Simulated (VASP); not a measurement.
A run of VASP 6.6.1 is set up as follows.

INCAR

```
  ALGO = Fast
  EDIFF = 1E-6
  ENCUT = 520
  GGA = PE
  ISIF = 2
  ISMEAR = 0
  LASPH = T
  LCHARG = T
  LELF = T
  LREAL = F
  LVHAR = T
  LWAVE = F
  NBANDS = 13
  NELM = 80
  PREC = Accurate
  SIGMA = 0.05
```

KPOINTS

```
k-points
0
Gamma
  10 10 9
```

Contents of POSCAR:

```
Mo
1.0
    2.8244807000     -0.0180516400     -0.0483609000
   -1.4278735300      2.3175461800      0.0145522700
   -0.0451728600     -0.0103847700      2.5373308300
Mo
1
Direct
    0.0000000000      0.0000000000      0.5000000000
```

Potentials or basis: VASP PAW PBE potentials, release 64 (Mo_sv).

The run is started by

```console
$ cat potpaw_PBE.64/Mo_sv/POTCAR > POTCAR
$ mpirun -np 1 vasp_std > vasp.out
```

What does it give for the band gap on the k mesh?

Zero (band 7 reaches 12.68 eV, above the bottom of band 8 at 10.84 eV).

What does it give for the pressure?

4.9 GPa.

Stress tensor (GPa, compression positive):
```
 7.01 -1.28 -3.43
-1.28  4.39 -1.04
-3.43 -1.04  3.16
```
